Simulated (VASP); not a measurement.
# BAs (scanso) (F-43m) in VASP: single point with r2SCAN

Aim: the single point of BAs (scanso) with r2SCAN.

All numbers are computed with VASP 6.6.1; they aren't measurements. Logs are shortened: lines on timing, memory, paths and dates and some standing lists are left out, and cuts for length are marked.

### 1 The cell of the first run

It takes space group F-43m (No. 216, cubic). Conventional cell: a = 4.783 Å, b = 4.783 Å, c = 4.783 Å, α = 90.00°, β = 90.00°, γ = 90.00°. Within 2.7 Å of B (site symmetry -43m) lie 4 As at 2.07 Å. As (site symmetry -43m) has 4 B at 2.07 Å within 2.7 Å.

### 2 Single point, r2SCAN, non-collinear spin, zero start, spin-orbit coupling

File POSCAR:

```
BAs
1.0
    0.0000000000      2.3912606643      2.3912606643
    2.3912606643      0.0000000000      2.3912606643
    2.3912606643      2.3912606643      0.0000000000
B As
1 1
Direct
    0.0000000000      0.0000000000      0.0000000000
    0.2500000000      0.2500000000      0.2500000000
```

File INCAR.step1:

```
SYSTEM = BAs
ALGO     = Normal         ! electronic algorithm
EDIFF    = 1E-4           ! SCF threshold, eV
ENCUT    = 520            ! plane-wave cutoff, eV
GGA      = PE             ! functional
GGA_COMPAT= .False.      
ISMEAR   = 0              ! smearing method
LASPH    = .True.         ! aspherical terms in the spheres
LCHARG   = .False.        ! write CHGCAR
LREAL    = .False.        ! projectors in reciprocal space
LSORBIT  = .True.         ! spin-orbit coupling
LWAVE    = .True.         ! write WAVECAR
MAGMOM   = 0 0 0 0 0 0    ! initial moments
NBANDS   = 20             ! bands
NELM     = 150            ! most SCF steps
PREC     = Accurate       ! precision mode
SIGMA    = 0.01           ! smearing width, eV
```

File INCAR.step2:

```
SYSTEM = BAs
ALGO     = Normal         ! electronic algorithm
EDIFF    = 1E-6           ! SCF threshold, eV
ENCUT    = 520            ! plane-wave cutoff, eV
GGA_COMPAT= .False.      
ISIF     = 2              ! what is computed and relaxed
ISMEAR   = 0              ! smearing method
ISTART   = 1            
LASPH    = .True.         ! aspherical terms in the spheres
LCHARG   = .False.        ! write CHGCAR
LMIXTAU  = .True.       
LORBIT   = 11             ! projections on sites
LORBMOM  = .True.       
LREAL    = .False.        ! projectors in reciprocal space
LSORBIT  = .True.         ! spin-orbit coupling
LWAVE    = .False.        ! write WAVECAR
MAGMOM   = 0 0 0 0 0 0    ! initial moments
METAGGA  = R2SCAN         ! meta-GGA
NBANDS   = 20             ! bands
NELM     = 150            ! most SCF steps
PREC     = Accurate       ! precision mode
SIGMA    = 0.01           ! smearing width, eV
```

File KPOINTS:

```
k-points
0
Gamma
  8 8 8
  0 0 0
```

Potentials or basis: VASP PAW PBE potentials, release 64 (B, As).

The run is started by

```console
$ cat potpaw_PBE.64/B/POTCAR potpaw_PBE.64/As/POTCAR > POTCAR
$ cp INCAR.step1 INCAR
$ mpirun -np 1 vasp_ncl > vasp.out
$ cp INCAR.step2 INCAR
$ mpirun -np 1 vasp_ncl > vasp.out
```

OUTCAR:

```text
SYSTEM = BAs
   EDIFF = 1E-6
   ENCUT = 520
   ISIF = 2
   ISMEAR = 0
   ISTART = 1
   LASPH = .True.
   LORBIT = 11
   LREAL = .False.
   LSORBIT = .True.
   METAGGA = R2SCAN
   NELM = 150
   PREC = Accurate

 ion  position               nearest neighbor table
   1  0.000  0.000  0.000-   2 2.07   2 2.07   2 2.07   2 2.07
   2  0.250  0.250  0.250-   1 2.07   1 2.07   1 2.07   1 2.07

  LATTYP: Found a face centered cubic cell.
 ALAT       =     4.7825213286

  Lattice vectors:

 A1 = (   0.0000000000,   2.3912606643,   2.3912606643)
 A2 = (   2.3912606643,   0.0000000000,   2.3912606643)
 A3 = (   2.3912606643,   2.3912606643,   0.0000000000)

Analysis of symmetry for initial positions (statically):
=====================================================================
 Subroutine PRICEL returns:
 Original cell was already a primitive cell.

 Routine SETGRP: Setting up the symmetry group for a
 face centered cubic supercell.

 Subroutine GETGRP returns: Found 24 space group operations
 (whereof 24 operations were pure point group operations)
 out of a pool of 48 trial point group operations.

The static configuration has the point symmetry T_d .

Analysis of symmetry for dynamics (positions and initial velocities):
=====================================================================
 Subroutine PRICEL returns:
 Original cell was already a primitive cell.

 Routine SETGRP: Setting up the symmetry group for a
 face centered cubic supercell.

 Subroutine GETGRP returns: Found 24 space group operations
 (whereof 24 operations were pure point group operations)
 out of a pool of 48 trial point group operations.

The dynamic configuration has the point symmetry T_d .

Analysis of structural, dynamic, and magnetic symmetry:
=====================================================================
 Subroutine PRICEL returns:
 Original cell was already a primitive cell.

 Routine SETGRP: Setting up the symmetry group for a
 face centered cubic supercell.

 Subroutine GETGRP returns: Found 24 space group operations
 (whereof 24 operations were pure point group operations)
 out of a pool of 48 trial point group operations.

The overall configuration has the point symmetry T_d .

 Subroutine INISYM returns: Found 24 space group operations
 (whereof 24 operations are pure point group operations),
 and found     1 'primitive' translations

----------------------------------------------------------------------------------------

                                     Primitive cell

  volume of cell :      27.3471

  direct lattice vectors                    reciprocal lattice vectors
     0.000000000  2.391260664  2.391260664    -0.209094729  0.209094729  0.209094729
     2.391260664  0.000000000  2.391260664     0.209094729 -0.209094729  0.209094729
     2.391260664  2.391260664  0.000000000     0.209094729  0.209094729 -0.209094729

  length of vectors
     3.381753263  3.381753263  3.381753263     0.362162694  0.362162694  0.362162694

  position of ions in fractional coordinates (direct lattice)
     0.000000000  0.000000000  0.000000000
     0.250000000  0.250000000  0.250000000

  ion indices of the primitive-cell ions
   primitive index   ion index
                 1           1
                 2           2

----------------------------------------------------------------------------------------

 KPOINTS: k-points

Automatic generation of k-mesh.
 Grid dimensions read from file:
 generate k-points for:    8    8    8

 Generating k-lattice:

  Cartesian coordinates                     Fractional coordinates (reciprocal lattice)
    -0.026136841  0.026136841  0.026136841     0.125000000  0.000000000  0.000000000
     0.026136841 -0.026136841  0.026136841     0.000000000  0.125000000  0.000000000
     0.026136841  0.026136841 -0.026136841     0.000000000  0.000000000  0.125000000

  Length of vectors
     0.045270337  0.045270337  0.045270337

  Shift w.r.t. Gamma in fractional coordinates (k-lattice)
     0.000000000  0.000000000  0.000000000

 Subroutine IBZKPT returns following result:
 ===========================================

 Found     43 irreducible k-points:

[... 66 lines left out ...]
  volume/ion in A,a.u.               =      13.67        92.27
  Fermi-wavevector in a.u.,A,eV,Ry     =   1.086762  2.053683 16.069193  1.181052
  Thomas-Fermi vector in A             =   2.222906
   LORBIT       =     11    0 simple, 1 ext, 2 COOP (PROOUT), +10 PAW based schemes
   METAGGA = R2SCAN    functional components
   LHFCALC =     F    Hartree Fock is set to
   AEXX    =    0.0000 exact exchange contribution
   IVDW    =     0    specifies the selected vdW correction
   LEPSILON=     F    determine dielectric tensor
   LRPA    =     F    only Hartree local field effects (RPA)
 Gauss-broadening in eV      SIGMA  =   0.01
  energy-cutoff  :      520.00
  volume of cell :       27.35
 maximum number of plane-waves:      1508
 NGX is ok and might be reduce to    28
   NGX = 13   NGY = 13   NGZ = 13

 number of electron       8.0000000 magnetization      -0.0000000      0.0000000     -0.0000000

 number of electron       8.0000000 magnetization       0.0000000      0.0000000      0.0000000

 number of electron       8.0000000 magnetization       0.0000000     -0.0000000      0.0000000

 number of electron       8.0000000 magnetization      -0.0000000     -0.0000000     -0.0000000

 Free energy of the ion-electron system (eV)
  ---------------------------------------------------
  ext. energy  EPLUGINS =         0.00000000
  ---------------------------------------------------
  free energy    TOTEN  =       -22.26412105 eV

  energy without entropy =      -22.26412105  energy(sigma->0) =      -22.26412105

 E-fermi :   6.1490     XC(G=0): -11.1171

 val. band max:        6.0527378514   @ k =   0.0000   0.0000   0.0000
 cond. band min:       7.3704320459   @ k =   0.3750   0.3750   0.0000
 fundamental gap:      1.3176941945
 Fermi energy:         6.1489555991

 k-point     1 :       0.0000    0.0000    0.0000
  band No.  band energies     occupation
      1     -10.1392      1.00000
      2     -10.1392      1.00000
      3       5.8402      1.00000
      4       5.8402      1.00000
      5       6.0527      1.00000
      6       6.0527      1.00000
[... 541 lines left out ...]
     19      21.7395      0.00000
     20      21.7579      0.00000

 [... further k-points ...]
[... 5 lines left out ...]
  --------------------------------------------------------------------------------------
  -------------------------------------------------------------------------------------
  Total        0.0621794      0.0621794      0.0621794      0.0000000      0.0000000      0.0000000
  in kB        3.6428922      3.6428922      3.6428922      0.0000000      0.0000000      0.0000000
  external PRESSURE =       3.6428922 kB  Pullay stress =       0.0000000 kB

 VOLUME and BASIS-vectors are now :
 -----------------------------------------------------------------------------
  energy-cutoff  :      520.00
  volume of cell :       27.35
      direct lattice vectors                 reciprocal lattice vectors
     0.000000000  2.391260664  2.391260664    -0.209094729  0.209094729  0.209094729
     2.391260664  0.000000000  2.391260664     0.209094729 -0.209094729  0.209094729
     2.391260664  2.391260664  0.000000000     0.209094729  0.209094729 -0.209094729

 POSITION                                       TOTAL-FORCE (eV/Angst)
 -----------------------------------------------------------------------------------
      0.00000      0.00000      0.00000        -0.000000      0.000000     -0.000000
      1.19563      1.19563      1.19563         0.000000      0.000000      0.000000
 -----------------------------------------------------------------------------------
    total drift:                               -0.000000     -0.000000     -0.000000

  FREE ENERGIE OF THE ION-ELECTRON SYSTEM (eV)
  ---------------------------------------------------
  free  energy   TOTEN  =       -22.2641210534 eV

  energy  without entropy=      -22.2641210534  energy(sigma->0) =      -22.26412105

 orbital moment (x)

 # of ion     p       d       tot
 ----------------------------------------
  1         0.000   0.000   0.000
  2        -0.000  -0.000  -0.000
 ----------------------------------------
           -0.000  -0.000  -0.000

 orbital moment (y)

 # of ion     p       d       tot
 ----------------------------------------
  1         0.000   0.000   0.000
  2        -0.000   0.000  -0.000
 ----------------------------------------
            0.000   0.000   0.000

 orbital moment (z)

 # of ion     p       d       tot
 ----------------------------------------
  1         0.000   0.000   0.000
  2         0.000  -0.000  -0.000
 ----------------------------------------
            0.000  -0.000   0.000

 Spin-Orbit-Coupling matrix elements

 Ion:    1  E_soc:     -0.0000088
 l=   1
     0.0000000    -0.0000015    -0.0000015
    -0.0000015     0.0000000    -0.0000015
    -0.0000015    -0.0000015     0.0000000
 l=   2
     0.0000000     0.0000000     0.0000000     0.0000000     0.0000000
     0.0000000     0.0000000     0.0000000     0.0000000     0.0000000
     0.0000000     0.0000000     0.0000000     0.0000000     0.0000000
     0.0000000     0.0000000     0.0000000     0.0000000     0.0000000
     0.0000000     0.0000000     0.0000000     0.0000000     0.0000000
 l=   3
     0.0000000     0.0000000     0.0000000     0.0000000     0.0000000     0.0000000     0.0000000
     0.0000000     0.0000000     0.0000000     0.0000000     0.0000000     0.0000000     0.0000000
     0.0000000     0.0000000     0.0000000     0.0000000     0.0000000     0.0000000     0.0000000
     0.0000000     0.0000000     0.0000000     0.0000000     0.0000000     0.0000000     0.0000000
     0.0000000     0.0000000     0.0000000     0.0000000     0.0000000     0.0000000     0.0000000
     0.0000000     0.0000000     0.0000000     0.0000000     0.0000000     0.0000000     0.0000000
     0.0000000     0.0000000     0.0000000     0.0000000     0.0000000     0.0000000     0.0000000

 Ion:    2  E_soc:     -0.0204499
 l=   1
     0.0000000    -0.0033823    -0.0033823
    -0.0033823     0.0000000    -0.0033823
    -0.0033823    -0.0033823     0.0000000
 l=   2
     0.0000000    -0.0000132     0.0000000    -0.0000132    -0.0000128
    -0.0000132     0.0000000    -0.0000096    -0.0000132    -0.0000032
     0.0000000    -0.0000096     0.0000000    -0.0000096     0.0000000
    -0.0000132    -0.0000132    -0.0000096     0.0000000    -0.0000032
    -0.0000128    -0.0000032     0.0000000    -0.0000032     0.0000000
 l=   3
     0.0000000     0.0000000     0.0000000     0.0000000     0.0000000     0.0000000     0.0000000
     0.0000000     0.0000000     0.0000000     0.0000000     0.0000000     0.0000000     0.0000000
     0.0000000     0.0000000     0.0000000     0.0000000     0.0000000     0.0000000     0.0000000
     0.0000000     0.0000000     0.0000000     0.0000000     0.0000000     0.0000000     0.0000000
     0.0000000     0.0000000     0.0000000     0.0000000     0.0000000     0.0000000     0.0000000
     0.0000000     0.0000000     0.0000000     0.0000000     0.0000000     0.0000000     0.0000000
     0.0000000     0.0000000     0.0000000     0.0000000     0.0000000     0.0000000     0.0000000

 total charge

# of ion       s       p       d       tot
------------------------------------------
    1        0.668   1.162   0.000   1.830
    2        1.171   1.694   0.092   2.957
--------------------------------------------------
tot          1.840   2.856   0.092   4.788

 magnetization (x)

# of ion       s       p       d       tot
------------------------------------------
    1        0.000  -0.000   0.000   0.000
    2       -0.000   0.000   0.000  -0.000
--------------------------------------------------
tot          0.000  -0.000   0.000   0.000

 magnetization (y)

# of ion       s       p       d       tot
------------------------------------------
    1        0.000   0.000   0.000   0.000
    2       -0.000  -0.000   0.000  -0.000
--------------------------------------------------
tot          0.000  -0.000   0.000   0.000

 magnetization (z)

# of ion       s       p       d       tot
------------------------------------------
    1       -0.000  -0.000   0.000  -0.000
    2        0.000   0.000   0.000   0.000
--------------------------------------------------
tot         -0.000  -0.000   0.000  -0.000
```

It took 3.5 min on 1 thread of Intel Xeon 6975P-C (Granite Rapids), shared host; peak memory 0.3 GiB.

Results:

* Free energy: -22.2641 eV
* Pressure: 0.4 GPa
* Net moment: 0.00 μB per cell
* Valence electrons inside the program's atomic spheres: B 1.83; As 2.96

Moments on the atoms (μB; x, y, z):
```
B   0.00 0.00 0.00
As  0.00 0.00 0.00
```

Caveat: the PAW data sets were made with another functional, which shifts forces and pressure a little.
